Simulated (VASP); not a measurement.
Here is a VASP 6.6.1 calculation.

File INCAR:

```
SYSTEM = FeGe
PREC     = Accurate       ! precision mode
ENCUT    = 600            ! plane-wave cutoff, eV
EDIFF    = 1E-6           ! SCF threshold, eV
ISMEAR   = -1             ! smearing method
SIGMA    = 0.05           ! smearing width, eV
LREAL    = .FALSE.        ! projectors in reciprocal space
LASPH    = .TRUE.         ! aspherical terms in the spheres
NELM     = 200            ! most SCF steps
ALGO     = Normal         ! electronic algorithm
ISIF     = 2              ! what is computed and relaxed
LWAVE    = .FALSE.        ! write WAVECAR
LCHARG   = .FALSE.        ! write CHGCAR
ISPIN    = 2              ! spin polarisation
MAGMOM   = 0 0 0 0 3 3 3 3 ! initial moments
LORBIT   = 11             ! projections on sites
LMAXMIX  = 4              ! l up to which the mixer works
NBANDS   = 58             ! bands
GGA_COMPAT= .FALSE.
```

File KPOINTS:

```
Automatic mesh
0
G
  6 6 6
  0 0 0
```

POSCAR

```
FeGe
1.0
    4.5494064885      0.0000000000      0.0000000000
    0.0000000000      4.5494064885      0.0000000000
    0.0000000000      0.0000000000      4.5494064885
Ge Fe
4 4
Direct
    0.1587652638      0.3412347362      0.6587652638
    0.3412347362      0.6587652638      0.1587652638
    0.6587652638      0.1587652638      0.3412347362
    0.8412347362      0.8412347362      0.8412347362
    0.8638518579      0.6361481421      0.3638518579
    0.6361481421      0.3638518579      0.8638518579
    0.3638518579      0.8638518579      0.6361481421
    0.1361481421      0.1361481421      0.1361481421
```

Potentials or basis: VASP PAW LDA potentials, release 64 (Ge_d, Fe).

Run with:

```console
$ cat potpaw_LDA.64/Ge_d/POTCAR potpaw_LDA.64/Fe/POTCAR > POTCAR
$ mpirun -np 1 vasp_std > vasp.out
```

Task: What does it give for the site moments?

Result: Ge -0.02; Fe +0.40 μB.

Task: Predict the net moment.

Result: 1.48 μB per cell.

Forces in eV/Å, atoms in the order of the input:
```
Ge   0.112 -0.112  0.112
Ge  -0.112  0.112  0.112
Ge   0.112  0.112 -0.112
Ge  -0.112 -0.112 -0.112
Fe   0.026 -0.026  0.026
Fe  -0.026  0.026  0.026
Fe   0.026  0.026 -0.026
Fe  -0.026 -0.026 -0.026
```
